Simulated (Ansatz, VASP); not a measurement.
## Two plane-wave programs on Sb

```
CELL_PARAMETERS angstrom
-2.19602 2.21169 -0.01131
-0.06674 -0.03450 -6.22596
-4.38456 -4.41556 -0.07106
ATOMIC_POSITIONS crystal
Sb 0.99983 0.75074 0.99841
Sb 0.99912 0.25068 0.00238
Sb 0.00070 0.74963 0.50221
Sb 0.00036 0.24895 0.49700
```

Change from the starting cell: cell x4, atoms moved at random (sigma 0.15 Å) and cell strained at random (1.5 %), then relaxed without symmetry.

Alike in both runs: functional PBE; k mesh 8 × 4 × 4; occupations gaussian, width 0.2 eV; no spin polarisation.

Ansatz relaxed the structure, and its values are those at the end. VASP's run is a single point on that final structure, the one shown.

|  | VASP | Ansatz |
| --- | --- | --- |
| version | VASP 6.6.1 | Ansatz 0.2.0 |
| potentials or method | VASP PAW PBE potentials, release 64 (Sb), cutoff 520 eV | scalar-relativistic, plane waves, PAW |
| valence electrons in the cell | 20 | 60 |

|  | VASP | Ansatz | Ansatz less VASP |
| --- | --- | --- | --- |
| gap on the k mesh at the Fermi level (eV) | none | none | - |
| pressure (GPa) | 0.0 | 0.0 | +0.02 |
| rms of the force components (eV/Å) | 0.011 | 0.010 | -0.0012 |

A gap of «none» marks a metal or a gap that the smearing closes. VASP's potentials hold 20 valence electrons a cell and Ansatz's 60, so a difference there can come from the potentials and not from the codes.

Neither program's run includes spin-orbit coupling.
